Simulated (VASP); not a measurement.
Here is a VASP 6.6.1 calculation.

Contents of INCAR:

```
SYSTEM = Ga
PREC = Accurate
ENCUT = 600
EDIFF = 1E-6
ISMEAR = -1
SIGMA = 0.08
LREAL = .False.
LASPH = .True.
NELM = 80
ALGO = Normal
ISIF = 3
LWAVE = .False.
LCHARG = .False.
GGA = PE
IBRION = 2
NSW = 60
EDIFFG = -0.005
PSTRESS = 7.1
```

The input KPOINTS:

```
regular mesh
0
Gamma
  15 15 14
  0 0 0
```

The input POSCAR:

```
Ga
1.0
    2.8924637635      0.0000000000      0.0000000000
   -1.4462318817      2.5049470987      0.0000000000
    0.0000000000      0.0000000000      2.7189159377
Ga
1
Direct
    0.0000000000      0.0000000000      0.0000000000
```

Potentials or basis: VASP PAW PBE potentials, release 64 (Ga_d).

Run with:

```bash
$ cat potpaw_PBE.64/Ga_d/POTCAR > POTCAR
$ mpirun -np 1 vasp_std > vasp.out
```

**Question.** What does it give for the relaxed volume?

**Answer.** 19.16 Å³/atom.

**Question.** Estimate the band gap on the k mesh.

**Answer.** Zero (an odd number of electrons rules out a gap without spin polarisation).

**Question.** Predict the space group after relaxing (to 0.1 Å).

**Answer.** P6/mmm (No. 191).

**Question.** Estimate the relaxed cell.

**Answer.** a = 2.863 Å, b = 2.863 Å, c = 2.699 Å, α = 90.00°, β = 90.00°, γ = 120.00°.

Final structure:
```
Ga
1.0
     2.86323    0.00000    0.00000
    -1.43162    2.47963    0.00000
     0.00000    0.00000    2.69917
Ga
1
Direct
  0.00000 0.00000 0.00000
```

Caveat: the cell is relaxed towards a set pressure, so the run minimises the enthalpy, not the energy.
